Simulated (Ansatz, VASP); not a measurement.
**Two plane-wave programs on Cu**

```
Cu
1.0
     0.00000    1.75921    1.75921
     1.75921    0.00000    1.75921
     1.75921    1.75921    0.00000
Cu
1
Direct
  0.00000 0.00000 0.00000
```

Alike in both runs: functional LDA; k mesh 20 × 20 × 20; occupations fermi-dirac, width 0.15 eV; no spin polarisation.

Ansatz relaxed the structure, and its values are those at the end. VASP's run is a single point on that final structure, the one shown.

```csv
,VASP,Ansatz
version,VASP 6.6.1,Ansatz 0.2.0
potentials or method,"VASP PAW LDA potentials, release 64 (Cu), cutoff 520 eV","scalar-relativistic, plane waves, PAW"
valence electrons in the cell,11,19
```

Ansatz gave:

| Quantity | Value |
| --- | --- |
| gap on the k mesh at the Fermi level (eV) | none |
| pressure (GPa) | 0.0 |

Which values does VASP return?

gap on the k mesh at the Fermi level (eV): none; pressure (GPa): 0.9.

Ansatz warns that its potentials were made for another functional, while VASP's fit it. LDA's correlation is that of Perdew and Zunger in VASP and of Perdew and Wang (1992) in Ansatz. A gap of «none» marks a metal or a gap that the smearing closes. VASP's potentials hold 11 valence electrons a cell and Ansatz's 19, so a difference there can come from the potentials and not from the codes.
